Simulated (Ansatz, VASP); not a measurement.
## BaZrO3: VASP beside Ansatz

```xyz
5
Lattice="4.1807 0.0000 0.0000 0.0000 4.1807 0.0000 0.0000 0.0000 4.1807" Properties=species:S:1:pos:R:3 pbc="T T T"
Ba    0.0000    0.0000    0.0000
Zr    2.0903    2.0903    2.0903
O     2.0903    0.0000    2.0903
O     2.0903    2.0903    0.0000
O     0.0000    2.0903    2.0903
```

Alike in both runs: functional PBEsol; k mesh 6 × 6 × 6; occupations gaussian, width 0.02 eV; no spin polarisation.

Ansatz relaxed the structure, and its values are those at the end. VASP's run is a single point on that final structure, the one shown.

|  | VASP | Ansatz |
| --- | --- | --- |
| version | VASP 6.6.1 | Ansatz 0.2.0 |
| potentials or method | VASP PAW PBE potentials, release 64 (Ba_sv, Zr_sv, O_h), cutoff 1340 eV | scalar-relativistic, plane waves, PAW |
| valence electrons in the cell | 40 | 40 |

VASP gave:

```
gap on the k mesh at the Fermi level (eV) : 3.13
least direct gap on the mesh (eV)         : 3.34
pressure (GPa)                            : 1.0
```

Task: Which values does Ansatz return?

Result: gap on the k mesh at the Fermi level (eV): 3.17; least direct gap on the mesh (eV): 3.36; pressure (GPa): 0.0.

VASP's potentials were made for PBE, not for PBEsol.

Neither program's run includes spin-orbit coupling.
